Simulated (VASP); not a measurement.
# Sn (I4_1/amd) in VASP: a series of runs

Runs on Sn. Level: PBE. Tasks: single point.

All numbers are computed with VASP 6.6.1; they aren't measurements. Logs are shortened: lines on timing, memory, paths and dates and some standing lists are left out, and cuts for length are marked.

## (1) The cell of the first run

The structure is tetragonal, space group I4_1/amd (No. 141). Conventional cell: a = 4.707 Å, b = 4.707 Å, c = 6.956 Å, α = 90.00°, β = 90.00°, γ = 90.00°. Sn (site symmetry -4m2) has 4 Sn at 2.93 Å within 3.9 Å.

## (2) Single point, PBE (strain +0.0450 x Voigt [1, 0, 0, 0, 0, 0])

INCAR reads:

```
SYSTEM = Sn
  PREC = Accurate
  ENCUT = 520
  EDIFF = 1E-6
  ISMEAR = 0
  SIGMA = 0.15
  LREAL = .False.
  LASPH = .True.
  NELM = 60
  ALGO = Fast
  ISIF = 2
  LWAVE = .False.
  LCHARG = .False.
  GGA = PE
  NBANDS = 21
```

KPOINTS reads:

```
Automatic mesh
0
Gamma
  16 16 16
  0 0 0
```

POSCAR reads:

```
Sn
1.0
    0.0000000000      3.3281477812      3.3281477812
    3.4779144314      0.0000000000      3.3281477812
    3.4779144314      3.3281477812      0.0000000000
Sn
2
Direct
    0.5000000000      0.5000000000      0.5000000000
    0.7500000000      0.7500000000      0.7500000000
```

Potentials or basis: VASP PAW PBE potentials, release 64 (Sn_d).

Launch:

```sh
$ cat potpaw_PBE.64/Sn_d/POTCAR > POTCAR
$ mpirun -np 1 vasp_std > vasp.out
```

OUTCAR:

```text
SYSTEM = Sn
   PREC = Accurate
   ENCUT = 520
   EDIFF = 1E-6
   ISMEAR = 0
   LREAL = .False.
   LASPH = .True.
   NELM = 60
   ISIF = 2
   GGA = PE

 ion  position               nearest neighbor table
   1  0.500  0.500  0.500-   2 2.93   2 2.93   2 2.93   2 2.93
   2  0.750  0.750  0.750-   1 2.93   1 2.93   1 2.93   1 2.93

  LATTYP: Found a body centered tetragonal cell.
 ALAT       =     4.7067117298
 C/A-ratio  =     1.4778531727

  Lattice vectors:

 A1 = (   3.4779144314,   0.0000000000,   3.3281477812)
 A2 = (   3.4779144314,   0.0000000000,  -3.3281477812)
 A3 = (  -3.4779144314,   3.3281477812,   0.0000000000)

Analysis of symmetry for initial positions (statically):
=====================================================================
 Subroutine PRICEL returns:
 Original cell was already a primitive cell.

 Routine SETGRP: Setting up the symmetry group for a
 body centered tetragonal supercell.

 Subroutine GETGRP returns: Found 16 space group operations
 (whereof  8 operations were pure point group operations)
 out of a pool of 16 trial point group operations.

The static configuration has the point symmetry D_2d.
 The point group associated with its full space group is D_4h.

Analysis of symmetry for dynamics (positions and initial velocities):
=====================================================================
 Subroutine PRICEL returns:
 Original cell was already a primitive cell.

 Routine SETGRP: Setting up the symmetry group for a
 body centered tetragonal supercell.

 Subroutine GETGRP returns: Found 16 space group operations
 (whereof  8 operations were pure point group operations)
 out of a pool of 16 trial point group operations.

The dynamic configuration has the point symmetry D_2d.
 The point group associated with its full space group is D_4h.

 Subroutine INISYM returns: Found 16 space group operations
 (whereof  8 operations are pure point group operations),
 and found     1 'primitive' translations

----------------------------------------------------------------------------------------

                                     Primitive cell

  volume of cell :      77.0467

  direct lattice vectors                    reciprocal lattice vectors
     0.000000000  3.328147781  3.328147781    -0.143764319  0.150233713  0.150233713
[... 80 lines left out ...]
   ISPIN  =      1    spin polarized calculation?
   LNONCOLLINEAR =      F non collinear calculations
   LSORBIT =      F    spin-orbit coupling
   LASPH  =      T    aspherical Exc in radial PAW
   ENCUT  =  520.0 eV  38.22 Ry    6.18 a.u.   8.75  8.95  8.95*2*pi/ulx,y,z
   NELM   =     60;   NELMIN=  2; NELMDL= -5     # of ELM steps
   EDIFF  = 0.1E-05   stopping-criterion for ELM
   LREAL  =      F    real-space projection
   EDIFFG = 0.1E-04   stopping-criterion for IOM
   NSW    =      0    number of steps for IOM
   IBRION =     -1    ionic relax: 0-MD 1-quasi-New 2-CG
   NFREE  =      0    steps in history (QN), initial steepest desc. (CG)
   ISIF   =      2    stress and relaxation
   ISYM   =      2    0-nonsym 1-usesym 2-fastsym
   POTIM  = 0.5000    time-step for ionic-motion
   TEBEG  =    0.0;   TEEND  =   0.0 temperature during run
   PSTRESS=    0.0 pullay stress
   NELECT =      28.0000    total number of electrons
   NUPDOWN=      -1.0000    fix difference up-down
   EMIN   =  10.00;   EMAX   =-10.00  energy-range for DOS
   EFERMI =   0.00;   METHOD = LEGACY
   ISMEAR =     0;   SIGMA  =   0.15  broadening in eV -4-tet -1-fermi 0-gaus
   EFERMI_NEDOS =   21; number of points for ismear=-14 and -15
   IALGO  =     68    algorithm
   IMIX   =      4    mixing-type and parameters
     AMIX     =   0.40;   BMIX     =  1.00
     AMIX_MAG =   1.60;   BMIX_MAG =  1.00
  volume/ion in A,a.u.               =      38.52       259.97
  Fermi-wavevector in a.u.,A,eV,Ry     =   1.168269  2.207708 18.569941  1.364852
  Thomas-Fermi vector in A             =   2.304758
   LORBIT       =      0    0 simple, 1 ext, 2 COOP (PROOUT), +10 PAW based schemes
   GGA     = PE    functional components
   LHFCALC =     F    Hartree Fock is set to
   AEXX    =    0.0000 exact exchange contribution
   IVDW    =     0    specifies the selected vdW correction
   LEPSILON=     F    determine dielectric tensor
   LRPA    =     F    only Hartree local field effects (RPA)
 non-spin polarized calculation
 RMM-DIIS sequential band-by-band and
 Gauss-broadening in eV      SIGMA  =   0.15
  energy-cutoff  :      520.00
  volume of cell :       77.05
 maximum number of plane-waves:      2100
   NGX = 17   NGY = 17   NGZ = 17

 number of electron      28.0000008 magnetization

 Free energy of the ion-electron system (eV)
  ---------------------------------------------------
  ext. energy  EPLUGINS =         0.00000000
  ---------------------------------------------------
  free energy    TOTEN  =        -7.66930407 eV

  energy without entropy =       -7.66746475  energy(sigma->0) =       -7.66838441

 E-fermi :   4.4554     XC(G=0):  -8.3636

 val. band max:        4.4506875605   @ k =   0.1875   0.0625   0.0625
 cond. band min:       4.5648139989   @ k =   0.0625   0.0000   0.0000
 fundamental gap:      0.1141264384
 Fermi energy:         4.4553667261

 k-point     1 :       0.0000    0.0000    0.0000
  band No.  band energies     occupation
      1     -17.0424      2.00000
      2     -17.0424      2.00000
      3     -17.0329      2.00000
      4     -16.9947      2.00000
      5     -16.9946      2.00000
      6     -16.7866      2.00000
[... 565 lines left out ...]
     20      11.0916      0.00000
     21      11.7780      0.00000

 [... further k-points ...]

------------------------ aborting loop because EDIFF is reached ----------------------------------------

  FORCE on cell =-STRESS in cart. coord.  units (eV):
  Direction    XX          YY          ZZ          XY          YZ          ZX
  --------------------------------------------------------------------------------------
  -------------------------------------------------------------------------------------
  Total       -1.1345139     -0.5110743     -0.5110743      0.0000000      0.0000000     -0.0000000
  in kB      -23.5920841    -10.6277313    -10.6277313      0.0000000      0.0000000     -0.0000000
  external PRESSURE =     -14.9491822 kB  Pullay stress =       0.0000000 kB

 VOLUME and BASIS-vectors are now :
 -----------------------------------------------------------------------------
  energy-cutoff  :      520.00
  volume of cell :       77.05
      direct lattice vectors                 reciprocal lattice vectors
     0.000000000  3.328147781  3.328147781    -0.143764319  0.150233713  0.150233713
     3.477914431  0.000000000  3.328147781     0.143764319 -0.150233713  0.150233713
     3.477914431  3.328147781  0.000000000     0.143764319  0.150233713 -0.150233713

 POSITION                                       TOTAL-FORCE (eV/Angst)
 -----------------------------------------------------------------------------------
      3.47791      3.32815      3.32815        -0.000000      0.000000      0.000000
      5.21687      4.99222      4.99222         0.000000     -0.000000     -0.000000
 -----------------------------------------------------------------------------------
    total drift:                                0.000000      0.000000      0.000000

  FREE ENERGIE OF THE ION-ELECTRON SYSTEM (eV)
  ---------------------------------------------------
  free  energy   TOTEN  =        -7.6693040743 eV

  energy  without entropy=       -7.6674647481  energy(sigma->0) =       -7.66838441
```

It took 7.6 min on 1 thread of Oxide Virtual Turin-like, shared host; peak memory 0.51 GiB.

Results:

```yaml
Free_energy: -7.6693 eV
Pressure: -1.5 GPa
Band_gap_on_the_k_mesh: zero (band 14 reaches 4.63 eV, above the bottom of band 15 at 4.22 eV)
```

Stress tensor (GPa, compression positive):
```
-2.36  0.00  0.00
 0.00 -1.06  0.00
 0.00  0.00 -1.06
```

Caveat: the cell differs from its parent crystal (strain +0.0450 x Voigt [1, 0, 0, 0, 0, 0]); spin-orbit coupling is left out, which moves the levels of the heavy elements.

(Continued in part 2 of 2.)
